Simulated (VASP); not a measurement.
A run of VASP 6.6.1:

The input INCAR:

```
SYSTEM = Be
  PREC = Accurate
  ENCUT = 520
  EDIFF = 1E-7
  ISMEAR = -1
  SIGMA = 0.1
  LREAL = .False.
  LASPH = .True.
  NELM = 80
  ALGO = Normal
  ISIF = 2
  LWAVE = .False.
  LCHARG = .True.
  GGA = PS
  LELF = .True.
  LVHAR = .True.
  NBANDS = 9
```

KPOINTS

```
regular mesh
0
Gamma
  17 17 17
  0 0 0
```

The input POSCAR:

```
Be
1.0
    0.0000000000      1.9785640486      1.9785640486
    1.9785640486      0.0000000000      1.9785640486
    1.9785640486      1.9785640486      0.0000000000
Be
2
Direct
   -0.1250000000     -0.1250000000     -0.1250000000
    0.1250000000      0.1250000000      0.1250000000
```

Potentials or basis: VASP PAW PBE potentials, release 64 (Be).

The run is started by

```bash
$ cat potpaw_PBE.64/Be/POTCAR > POTCAR
$ mpirun -np 1 vasp_std > vasp.out
```

Hardware: 1 thread of Intel Xeon 6975P-C, on a shared host.

**Question.** How long does it take, and how much memory?

**Answer.** Wall time 14 s on 1 thread of Intel Xeon 6975P-C, with other jobs on the host, peak memory 0.14 GiB. Counts: scf iterations 10, k points 165.
